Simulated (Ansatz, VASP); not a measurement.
# Mn2F in VASP and in Ansatz

File INCAR:

```
ALGO = Normal
EDIFF = 1E-6
EDIFFG = -0.04
ENCUT = 600
GGA = PE
IBRION = 2
ISIF = 3
ISMEAR = 0
ISPIN = 2
LASPH = True
LCHARG = False
LMAXMIX = 4
LORBIT = 11
LREAL = False
LWAVE = False
MAGMOM = -4 -4 0
NELM = 150
NSW = 90
PREC = Accurate
SIGMA = 0.1
```

KPOINTS

```
k-points
0
Gamma
  6 6 4
```

The input POSCAR:

```
Mn2F
1.0
    2.5713489100      0.0000000000      0.0000000000
    0.0000000000      2.5713489100      0.0000000000
    0.0000000000      0.0000000000      5.3053382600
Mn F
2 1
Direct
    0.5000000000      0.5000000000      0.2949999900
    0.5000000000      0.5000000000      0.7050000100
    0.0000000000      0.0000000000      0.0000000000
```

Input for Ansatz:

```yaml
crystal:
  lattice:
    - [2.57134891, 0.0, 0.0]
    - [0.0, 2.57134891, 0.0]
    - [0.0, 0.0, 5.30533826]
  atoms:
    - { symbol: Mn, position: [0.5, 0.5, 0.29499999], spin: -4.0 }
    - { symbol: Mn, position: [0.5, 0.5, 0.70500001], spin: -4.0 }
    - { symbol: F, position: [0.0, 0.0, 0.0] }
basis:
  ecutwfc: 420
kpoints:
  mp_grid: { grid: [6, 6, 4] }
hamiltonian:
  xc: pbe
scf:
  occupations: { method: gaussian, width: 0.1 }
  lower_state_search: "off"
output:
  forces: true
  stress: true
  eigenvalues: true
  populations: true
magnetization:
  spin_polarized: true
relax:
  adjacent_minimum: "off"
  f_tol: 0.04
  max_steps: 70
  cell: { stress_tol: 0.4 }
```

Change from the starting cell: species swapped into the Ga2Cu type (P4/mmm, No. 123).

Alike in both runs: task relaxation of cell and atoms; functional PBE; k mesh 6 × 6 × 4; occupations gaussian, width 0.1 eV; collinear spin.

```csv
,VASP,Ansatz
version,VASP 6.6.1,Ansatz 0.2.0
potentials or method,"VASP PAW PBE potentials, release 64 (Mn_pv, F), cutoff 600 eV","scalar-relativistic, plane waves, PAW"
valence electrons in the cell,33,37
```

|  | VASP | Ansatz | Ansatz less VASP |
| --- | --- | --- | --- |
| gap on the k mesh at the Fermi level, each at its own relaxed structure (eV) | none | none | - |
| net moment per atom (μB) | 2.76 | 1.38 | -1.373 |
| size of the moment on the site where the two differ most (μB) | 3.88 | 1.86 | -2.028 |
| relaxed volume (Å³/atom) | 14.48 | 11.61 | -2.864 |
| relaxed length of the cell vector where the two differ most in proportion (Å) | 2.698 | 2.465 | -0.2326 |

The net moments are unlike, so the other rows may belong to different states. Site moments also hang on the region over which each program counts them. A gap of «none» marks a metal or a gap that the smearing closes. VASP's potentials hold 33 valence electrons a cell and Ansatz's 37, so a difference there can come from the potentials and not from the codes.

The k mesh is coarse, so the values compare programs but aren't converged. Noted on VASP's run: the volume moved by over 15 % at a fixed basis, so the end points are rough.
